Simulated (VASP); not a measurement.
Runs of VASP 6.6.1 on CsPdCl3. Symmetry: Pm-3m, No. 221, cubic system. The conventional cell has a = 5.063 Å, b = 5.063 Å, c = 5.063 Å, α = 90.00°, β = 90.00°, γ = 90.00°. Within 4.7 Å of Cs (site symmetry m-3m) lie 12 Cl at 3.58 Å and 8 Pd at 4.38 Å. Within 3.3 Å of Pd (site symmetry m-3m) lie 6 Cl at 2.53 Å. Cl (site symmetry 4/mmm) has 2 Pd at 2.53 Å within 3.3 Å. 

```csv
smearing,gap on the mesh (eV),pressure (GPa)
fermi-dirac 0.1 eV,none,-5.1
fermi-dirac 0.2 eV,none,-4.9
fermi-dirac 0.3 eV,none,-4.5
fermi-dirac 0.5 eV,none,(a)
```

Alike in all rows: task single point; level LDA; potentials or basis VASP PAW LDA potentials, release 64 (Cs_sv, Pd, Cl); no spin polarisation; cell as given; k mesh 5 × 5 × 5; cutoff (eV) 520.

Problem. Estimate the missing entries.

Solution. (a) -3.4.

Caveats: spin-orbit coupling is left out, which moves the levels of the heavy elements.

A k mesh can miss the band edges, and the runs leave out spin-orbit coupling on Cs, Pd.

A gap of «none» marks levels without a gap at the run's occupations.
